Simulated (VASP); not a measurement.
# BaZrO3 (Pm-3m) in VASP: notebook, part 2 of 3

VASP 6.6.1.

## (3) Relaxation of cell and atoms, LDA

INCAR

```
ALGO     = Normal         # electronic algorithm
EDIFF    = 1E-6           # SCF threshold, eV
EDIFFG   = -0.005         # ionic threshold
ENCUT    = 600            # plane-wave cutoff, eV
GGA      = CA             # functional
IBRION   = 2              # ionic algorithm
ISIF     = 3              # what is computed and relaxed
ISMEAR   = -1             # smearing method
LASPH    = T              # aspherical terms in the spheres
LCHARG   = F              # write CHGCAR
LREAL    = F              # projectors in reciprocal space
LWAVE    = F              # write WAVECAR
NELM     = 60             # most SCF steps
NSW      = 80             # ionic steps
PREC     = Accurate       # precision mode
SIGMA    = 0.02           # smearing width, eV
```

KPOINTS

```
k-points
0
Gamma
  6 6 6
```

POSCAR

```
BaZrO3
1.0
    4.2271627078      0.0000000000      0.0000000000
    0.0000000000      4.2271627078      0.0000000000
    0.0000000000      0.0000000000      4.2271627078
Ba Zr O
1 1 3
Direct
    0.0000000000      0.0000000000      0.0000000000
    0.5000000000      0.5000000000      0.5000000000
    0.0000000000      0.5000000000      0.5000000000
    0.5000000000      0.0000000000      0.5000000000
    0.5000000000      0.5000000000      0.0000000000
```

Potentials or basis: VASP PAW LDA potentials, release 64 (Ba_sv, Zr_sv, O).

Run with:

```console
$ cat potpaw_LDA.64/Ba_sv/POTCAR potpaw_LDA.64/Zr_sv/POTCAR potpaw_LDA.64/O/POTCAR > POTCAR
$ mpirun -np 1 vasp_std > vasp.out
```

OUTCAR:

```text
EDIFF = 1E-6
   EDIFFG = -0.005
   ENCUT = 600
   GGA = CA
   IBRION = 2
   ISIF = 3
   ISMEAR = -1
   LASPH = T
   LREAL = F
   NELM = 60
   NSW = 80
   PREC = Accurate

 ion  position               nearest neighbor table
   1  0.000  0.000  0.000-   3 2.99   4 2.99   5 2.99   3 2.99   4 2.99   3 2.99   5 2.99   3 2.99
                             4 2.99   5 2.99   4 2.99   5 2.99   2 3.66   2 3.66   2 3.66   2 3.66
   2  0.500  0.500  0.500-   3 2.11   4 2.11   5 2.11   5 2.11   4 2.11   3 2.11   1 3.66   1 3.66
                             1 3.66   1 3.66   1 3.66   1 3.66   1 3.66   1 3.66
   3  0.000  0.500  0.500-   2 2.11   2 2.11   1 2.99   1 2.99   1 2.99   1 2.99
   4  0.500  0.000  0.500-   2 2.11   2 2.11   1 2.99   1 2.99   1 2.99   1 2.99
   5  0.500  0.500  0.000-   2 2.11   2 2.11   1 2.99   1 2.99   1 2.99   1 2.99

  LATTYP: Found a simple cubic cell.
 ALAT       =     4.2271627078

  Lattice vectors:

 A1 = (   4.2271627078,   0.0000000000,   0.0000000000)
 A2 = (   0.0000000000,   4.2271627078,   0.0000000000)
 A3 = (   0.0000000000,   0.0000000000,   4.2271627078)

Analysis of symmetry for initial positions (statically):
=====================================================================
 Subroutine PRICEL returns:
 Original cell was already a primitive cell.

 Routine SETGRP: Setting up the symmetry group for a
 simple cubic supercell.

 Subroutine GETGRP returns: Found 48 space group operations
 (whereof 48 operations were pure point group operations)
 out of a pool of 48 trial point group operations.

The static configuration has the point symmetry O_h .

Analysis of symmetry for dynamics (positions and initial velocities):
=====================================================================
 Subroutine PRICEL returns:
 Original cell was already a primitive cell.

 Routine SETGRP: Setting up the symmetry group for a
 simple cubic supercell.

 Subroutine GETGRP returns: Found 48 space group operations
 (whereof 48 operations were pure point group operations)
 out of a pool of 48 trial point group operations.

The dynamic configuration has the point symmetry O_h .

 Subroutine INISYM returns: Found 48 space group operations
 (whereof 48 operations are pure point group operations),
 and found     1 'primitive' translations

----------------------------------------------------------------------------------------

                                     Primitive cell

  volume of cell :      75.5348

  direct lattice vectors                    reciprocal lattice vectors
     4.227162708  0.000000000  0.000000000     0.236565297  0.000000000  0.000000000
     0.000000000  4.227162708  0.000000000     0.000000000  0.236565297  0.000000000
     0.000000000  0.000000000  4.227162708     0.000000000  0.000000000  0.236565297

  length of vectors
     4.227162708  4.227162708  4.227162708     0.236565297  0.236565297  0.236565297

  position of ions in fractional coordinates (direct lattice)
     0.000000000  0.000000000  0.000000000
     0.500000000  0.500000000  0.500000000
     0.000000000  0.500000000  0.500000000
     0.500000000  0.000000000  0.500000000
     0.500000000  0.500000000  0.000000000

  ion indices of the primitive-cell ions
   primitive index   ion index
                 1           1
                 2           2
                 3           3
                 4           4
                 5           5

----------------------------------------------------------------------------------------

 KPOINTS: k-points

Automatic generation of k-mesh.
 Grid dimensions read from file:
 generate k-points for:    6    6    6

 Generating k-lattice:

  Cartesian coordinates                     Fractional coordinates (reciprocal lattice)
     0.039427549  0.000000000  0.000000000     0.166666667  0.000000000  0.000000000
     0.000000000  0.039427549  0.000000000     0.000000000  0.166666667  0.000000000
     0.000000000  0.000000000  0.039427549     0.000000000  0.000000000  0.166666667

  Length of vectors
     0.039427549  0.039427549  0.039427549

  Shift w.r.t. Gamma in fractional coordinates (k-lattice)
     0.000000000  0.000000000  0.000000000

 Subroutine IBZKPT returns following result:
 ===========================================

 Found     20 irreducible k-points:

 Following reciprocal coordinates:
            Coordinates               Weight
  0.000000  0.000000  0.000000      1.000000
  0.166667  0.000000  0.000000      6.000000
  0.333333  0.000000  0.000000      6.000000
  0.500000  0.000000  0.000000      3.000000
  0.166667  0.166667  0.000000     12.000000
  0.333333  0.166667  0.000000     24.000000
[... 12 lines left out ...]
  0.500000  0.500000  0.333333      6.000000
  0.500000  0.500000  0.500000      1.000000
   k-points           NKPTS =     20   k-points in BZ     NKDIM =     20   number of bands    NBANDS=     24
   number of dos      NEDOS =    301   number of ions     NIONS =      5
   total plane-waves  NPLWV =  46656
   dimension x,y,z NGX =    36 NGY =   36 NGZ =   36
   dimension x,y,z NGXF=    72 NGYF=   72 NGZF=   72
   ions per type =               1   1   3
   NGX,Y,Z   is equivalent  to a cutoff of  14.16, 14.16, 14.16 a.u.
   NGXF,Y,Z  is equivalent  to a cutoff of  28.32, 28.32, 28.32 a.u.
 SYSTEM =  unknown system
   PREC   = accura    normal or accurate (medium, high low for compatibility)
   ISTART =      0    job   : 0-new  1-cont  2-samecut
   ICHARG =      2    charge: 1-file 2-atom 10-const
   ISPIN  =      1    spin polarized calculation?
   LNONCOLLINEAR =      F non collinear calculations
   LSORBIT =      F    spin-orbit coupling
   LASPH  =      T    aspherical Exc in radial PAW
   ENCUT  =  600.0 eV  44.10 Ry    6.64 a.u.   8.44  8.44  8.44*2*pi/ulx,y,z
   NELM   =     60;   NELMIN=  2; NELMDL= -5     # of ELM steps
   EDIFF  = 0.1E-05   stopping-criterion for ELM
   LREAL  =      F    real-space projection
   EDIFFG = -.5E-02   stopping-criterion for IOM
   NSW    =     80    number of steps for IOM
   IBRION =      2    ionic relax: 0-MD 1-quasi-New 2-CG
   NFREE  =      1    steps in history (QN), initial steepest desc. (CG)
   ISIF   =      3    stress and relaxation
   ISYM   =      2    0-nonsym 1-usesym 2-fastsym
   POTIM  = 0.5000    time-step for ionic-motion
   TEBEG  =    0.0;   TEEND  =   0.0 temperature during run
   PSTRESS=    0.0 pullay stress
   NELECT =      40.0000    total number of electrons
   NUPDOWN=      -1.0000    fix difference up-down
   EMIN   =  10.00;   EMAX   =-10.00  energy-range for DOS
   EFERMI =   0.00;   METHOD = LEGACY
   ISMEAR =    -1;   SIGMA  =   0.02  broadening in eV -4-tet -1-fermi 0-gaus
   EFERMI_NEDOS =   21; number of points for ismear=-14 and -15
   IALGO  =     38    algorithm
   IMIX   =      4    mixing-type and parameters
     AMIX     =   0.40;   BMIX     =  1.00
     AMIX_MAG =   1.60;   BMIX_MAG =  1.00
  volume/ion in A,a.u.               =      15.11       101.95
  Fermi-wavevector in a.u.,A,eV,Ry     =   1.324481  2.502907 23.868034  1.754251
  Thomas-Fermi vector in A             =   2.454013
   LORBIT       =      0    0 simple, 1 ext, 2 COOP (PROOUT), +10 PAW based schemes
   GGA     = CA    functional components
   LHFCALC =     F    Hartree Fock is set to
   AEXX    =    0.0000 exact exchange contribution
   IVDW    =     0    specifies the selected vdW correction
   LEPSILON=     F    determine dielectric tensor
   LRPA    =     F    only Hartree local field effects (RPA)
 conjugate gradient relaxation of ions
 non-spin polarized calculation
  energy-cutoff  :      600.00
  volume of cell :       75.53
 maximum number of plane-waves:      2560
 NGX is ok and might be reduce to    36
   NGX = 17   NGY = 17   NGZ = 17

--------------------------------------- Ionic step        1  -------------------------------------------

 number of electron      40.0000022 magnetization

 Free energy of the ion-electron system (eV)
  ---------------------------------------------------
  ext. energy  EPLUGINS =         0.00000000
  ---------------------------------------------------
  free energy    TOTEN  =       -45.66269420 eV

  energy without entropy =      -45.66269420  energy(sigma->0) =      -45.66269420

------------------------ aborting loop because EDIFF is reached ----------------------------------------

  FORCE on cell =-STRESS in cart. coord.  units (eV):
  Direction    XX          YY          ZZ          XY          YZ          ZX
  --------------------------------------------------------------------------------------
  -------------------------------------------------------------------------------------
  Total       -3.6705640     -3.6705640     -3.6705640      0.0000000      0.0000000      0.0000000
  in kB      -77.8567885    -77.8567885    -77.8567885      0.0000000      0.0000000      0.0000000
  external PRESSURE =     -77.8567885 kB  Pullay stress =       0.0000000 kB
[... 141 lines left out ...]
  energy  without entropy=      -45.7558308163  energy(sigma->0) =      -45.75583082

--------------------------------------- Ionic step        5  -------------------------------------------

 number of electron      39.9999994 magnetization

 Free energy of the ion-electron system (eV)
  ---------------------------------------------------
  ext. energy  EPLUGINS =         0.00000000
  ---------------------------------------------------
  free energy    TOTEN  =       -45.75583055 eV

  energy without entropy =      -45.75583055  energy(sigma->0) =      -45.75583055

 E-fermi :   4.2283     XC(G=0): -11.3557

 val. band max:        3.6433077839   @ k =   0.5000   0.5000   0.5000
 cond. band min:       6.7620663275   @ k =   0.0000   0.0000   0.0000
 fundamental gap:      3.1187585436
 Fermi energy:         4.2282593377

 k-point     1 :       0.0000    0.0000    0.0000
  band No.  band energies     occupation
      1     -42.8708      2.00000
      2     -21.4208      2.00000
      3     -21.2436      2.00000
      4     -21.2436      2.00000
      5     -21.2436      2.00000
      6     -12.4535      2.00000
[... 561 lines left out ...]
  FREE ENERGIE OF THE ION-ELECTRON SYSTEM (eV)
  ---------------------------------------------------
  free  energy   TOTEN  =       -45.7558305484 eV

  energy  without entropy=      -45.7558305484  energy(sigma->0) =      -45.75583055

 reached required accuracy - stopping structural energy minimisation
```

Run time: 70 s. Hardware: 1 thread of Intel Xeon 6975P-C (Granite Rapids), shared host; peak memory 0.22 GiB.

Results:

```
Free energy                           : -45.7558 eV
Relaxed volume                        : 14.38 Å³/atom
Relaxed cell                          : a = 4.158 Å, b = 4.158 Å, c = 4.158 Å, α = 90.00°, β = 90.00°, γ = 90.00°
Space group after relaxing (to 0.1 Å) : Pm-3m (No. 221)
Energy gained by relaxing             : 18.6 meV/atom
Ionic steps                           : 5
Pressure after relaxing               : 0.0 GPa
Band gap on the k mesh                : 3.12 eV (least direct gap 3.31 eV)
```

The path:
```tsv
step	energy change (eV)	largest force (eV/Å)	pressure (GPa)	volume (Å³)
1	0.0000	0.0000	-7.79	75.53
2	0.0470	0.0000	11.62	67.79
3	-0.0931	0.0000	-0.12	71.91
4	-0.0931	0.0000	0.06	71.84
5	-0.0931	0.0000	-0.04	71.89
```

Final structure:
```yaml
crystal:
  lattice:
    - [4.15809, 0.00000, 0.00000]
    - [0.00000, 4.15809, 0.00000]
    - [0.00000, 0.00000, 4.15809]
  atoms:
    - { symbol: Ba, position: [0.00000, 0.00000, 0.00000] }
    - { symbol: Zr, position: [0.50000, 0.50000, 0.50000] }
    - { symbol: O, position: [0.00000, 0.50000, 0.50000] }
    - { symbol: O, position: [0.50000, 0.00000, 0.50000] }
    - { symbol: O, position: [0.50000, 0.50000, 0.00000] }
```

Levels at points of the mesh, in eV from the valence-band top:
```tsv
k point	band 18	band 19	band 20	band 21	band 22	band 23
(0.00, 0.00, 0.00)	-0.19	-0.19	-0.19	3.12	3.12	3.12
(0.50, 0.00, 0.00)	-1.80	-0.41	-0.41	3.60	5.81	5.81
(0.50, 0.50, 0.00)	-0.93	-0.72	-0.08	5.78	5.78	6.53
(0.50, 0.50, 0.50)	0.00	0.00	0.00	6.01	6.01	6.01
```

Caveat: spin-orbit coupling is left out, which moves the levels of the heavy elements.

## (4) Single point, PBE, non-collinear spin, zero start, spin-orbit coupling

This run uses another cell than the first one, of 14.87 Å³/atom.

INCAR

```
PREC = Accurate
ENCUT = 520
EDIFF = 1E-7
ISMEAR = 0
SIGMA = 0.01
LREAL = F
LASPH = T
NELM = 150
ALGO = Normal
ISIF = 2
LWAVE = F
LCHARG = T
MAGMOM = 0 0 0 0 0 0 0 0 0 0 0 0 0 0 0
LORBIT = 11
LSORBIT = T
GGA_COMPAT = F
LORBMOM = T
LMAXMIX = 4
GGA = PE
LVHAR = T
NBANDS = 55
```

KPOINTS

```
Automatic mesh
0
Gamma
  6 6 6
```

Edit POSCAR of step 3 so:

```diff
@@ -2,5 +2,5 @@
 1.0
-    4.2271627078      0.0000000000      0.0000000000
-    0.0000000000      4.2271627078      0.0000000000
-    0.0000000000      0.0000000000      4.2271627078
+    4.2053520359      0.0000000000      0.0000000000
+    0.0000000000      4.2053520359      0.0000000000
+    0.0000000000      0.0000000000      4.2053520359
 Ba Zr O
```

Potentials or basis: VASP PAW PBE potentials, release 64 (Ba_sv, Zr_sv, O).

Run with:

```console
$ cat potpaw_PBE.64/Ba_sv/POTCAR potpaw_PBE.64/Zr_sv/POTCAR potpaw_PBE.64/O/POTCAR > POTCAR
$ mpirun -np 1 vasp_ncl > vasp.out
```

OUTCAR:

```text
PREC = Accurate
   ENCUT = 520
   EDIFF = 1E-7
   ISMEAR = 0
   LREAL = F
   LASPH = T
   NELM = 150
   ISIF = 2
   LORBIT = 11
   LSORBIT = T
   GGA = PE

 ion  position               nearest neighbor table
   1  0.000  0.000  0.000-   3 2.97   4 2.97   5 2.97   3 2.97   4 2.97   3 2.97   5 2.97   3 2.97
                             4 2.97   5 2.97   4 2.97   5 2.97   2 3.64   2 3.64   2 3.64   2 3.64
   2  0.500  0.500  0.500-   3 2.10   4 2.10   5 2.10   5 2.10   4 2.10   3 2.10   1 3.64   1 3.64
                             1 3.64   1 3.64   1 3.64   1 3.64   1 3.64   1 3.64
   3  0.000  0.500  0.500-   2 2.10   2 2.10   1 2.97   1 2.97   1 2.97   1 2.97
   4  0.500  0.000  0.500-   2 2.10   2 2.10   1 2.97   1 2.97   1 2.97   1 2.97
   5  0.500  0.500  0.000-   2 2.10   2 2.10   1 2.97   1 2.97   1 2.97   1 2.97

  LATTYP: Found a simple cubic cell.
 ALAT       =     4.2053520359

  Lattice vectors:

 A1 = (   4.2053520359,   0.0000000000,   0.0000000000)
 A2 = (   0.0000000000,   4.2053520359,   0.0000000000)
 A3 = (   0.0000000000,   0.0000000000,   4.2053520359)

Analysis of symmetry for initial positions (statically):
=====================================================================
 Subroutine PRICEL returns:
 Original cell was already a primitive cell.

 Routine SETGRP: Setting up the symmetry group for a
 simple cubic supercell.

 Subroutine GETGRP returns: Found 48 space group operations
 (whereof 48 operations were pure point group operations)
 out of a pool of 48 trial point group operations.

The static configuration has the point symmetry O_h .

Analysis of symmetry for dynamics (positions and initial velocities):
=====================================================================
 Subroutine PRICEL returns:
 Original cell was already a primitive cell.

 Routine SETGRP: Setting up the symmetry group for a
 simple cubic supercell.

 Subroutine GETGRP returns: Found 48 space group operations
 (whereof 48 operations were pure point group operations)
 out of a pool of 48 trial point group operations.

The dynamic configuration has the point symmetry O_h .

[... 1332 lines left out ...]
           -0.000  -0.000  -0.000

 orbital moment (z)

 # of ion     p       d       tot
 ----------------------------------------
  1         0.000   0.000   0.000
  2         0.000   0.000   0.000
  3        -0.000   0.000  -0.000
  4         0.000   0.000   0.000
  5         0.000   0.000   0.000
 ----------------------------------------
            0.000   0.000   0.000

 Spin-Orbit-Coupling matrix elements

 Ion:    1  E_soc:     -0.3844875
 l=   1
     0.0000000    -0.0639403    -0.0639403
    -0.0639403     0.0000000    -0.0639403
    -0.0639403    -0.0639403     0.0000000
 l=   2
     0.0000000    -0.0000319     0.0000000    -0.0000319    -0.0001091
    -0.0000319     0.0000000    -0.0000818    -0.0000319    -0.0000273
     0.0000000    -0.0000818     0.0000000    -0.0000818     0.0000000
    -0.0000319    -0.0000319    -0.0000818     0.0000000    -0.0000273
    -0.0001091    -0.0000273     0.0000000    -0.0000273     0.0000000
 l=   3
     0.0000000     0.0000000     0.0000000     0.0000000     0.0000000     0.0000000     0.0000000
     0.0000000     0.0000000     0.0000000     0.0000000     0.0000000     0.0000000     0.0000000
     0.0000000     0.0000000     0.0000000     0.0000000     0.0000000     0.0000000     0.0000000
     0.0000000     0.0000000     0.0000000     0.0000000     0.0000000     0.0000000     0.0000000
[... 69 lines left out ...]
 l=   2
     0.0000000     0.0000000     0.0000000     0.0000000     0.0000000
     0.0000000     0.0000000     0.0000000     0.0000000     0.0000000
     0.0000000     0.0000000     0.0000000     0.0000000     0.0000000
     0.0000000     0.0000000     0.0000000     0.0000000     0.0000000
     0.0000000     0.0000000     0.0000000     0.0000000     0.0000000
 l=   3
     0.0000000     0.0000000     0.0000000     0.0000000     0.0000000     0.0000000     0.0000000
     0.0000000     0.0000000     0.0000000     0.0000000     0.0000000     0.0000000     0.0000000
     0.0000000     0.0000000     0.0000000     0.0000000     0.0000000     0.0000000     0.0000000
     0.0000000     0.0000000     0.0000000     0.0000000     0.0000000     0.0000000     0.0000000
     0.0000000     0.0000000     0.0000000     0.0000000     0.0000000     0.0000000     0.0000000
     0.0000000     0.0000000     0.0000000     0.0000000     0.0000000     0.0000000     0.0000000
     0.0000000     0.0000000     0.0000000     0.0000000     0.0000000     0.0000000     0.0000000

 total charge

# of ion       s       p       d       tot
------------------------------------------
    1        2.001   5.632   0.266   7.899
    2        2.197   6.084   1.418   9.699
    3        1.561   3.482   0.000   5.043
    4        1.561   3.482   0.000   5.043
    5        1.561   3.482   0.000   5.043
--------------------------------------------------
tot          8.882  22.161   1.684  32.727

 magnetization (x)

# of ion       s       p       d       tot
------------------------------------------
    1        0.000  -0.000  -0.000  -0.000
    2       -0.000   0.000   0.000  -0.000
    3        0.000  -0.000   0.000  -0.000
    4       -0.000   0.000   0.000   0.000
    5        0.000   0.000   0.000   0.000
--------------------------------------------------
tot         -0.000  -0.000  -0.000  -0.000

 magnetization (y)

# of ion       s       p       d       tot
------------------------------------------
    1       -0.000   0.000   0.000   0.000
    2        0.000  -0.000   0.000   0.000
    3        0.000   0.000   0.000   0.000
    4        0.000  -0.000   0.000  -0.000
    5       -0.000   0.000   0.000  -0.000
--------------------------------------------------
tot          0.000  -0.000   0.000  -0.000

 magnetization (z)

# of ion       s       p       d       tot
------------------------------------------
    1       -0.000  -0.000  -0.000  -0.000
    2        0.000   0.000  -0.000   0.000
    3        0.000   0.000   0.000   0.000
    4       -0.000  -0.000   0.000  -0.000
    5       -0.000  -0.000   0.000  -0.000
--------------------------------------------------
tot          0.000   0.000  -0.000  -0.000
```

stdout:

```text
POSCAR found type information on POSCAR BaZrO
 POSCAR found :  3 types and       5 ions
 scaLAPACK will be used
 LDA part: xc-table for (Slater+PW92), standard interpolation
 POSCAR, INCAR and KPOINTS ok, starting setup
 FFT: planning ... GRIDC
 FFT: planning ... GRID_SOFT
 FFT: planning ... GRID
 WAVECAR not read
 entering main loop
```

Wall time 78 s (1 thread of Intel Xeon 6975P-C (Granite Rapids), shared host); peak memory 0.38 GiB.

Results:

```yaml
Free_energy: -41.9655 eV
Pressure: 3.4 GPa
Net_moment: 0.00 μB per cell
Valence_electrons_inside_the_program's_atomic_spheres: Ba 7.90; Zr 9.70; O 5.04
```

Moments on the atoms (μB; x, y, z):
```
Ba  0.00 0.00 0.00
Zr  0.00 0.00 0.00
O   0.00 0.00 0.00
O   0.00 0.00 0.00
O   0.00 0.00 0.00
```

Caveat: the cell stands under pressure.

[end of part 2 of 3]
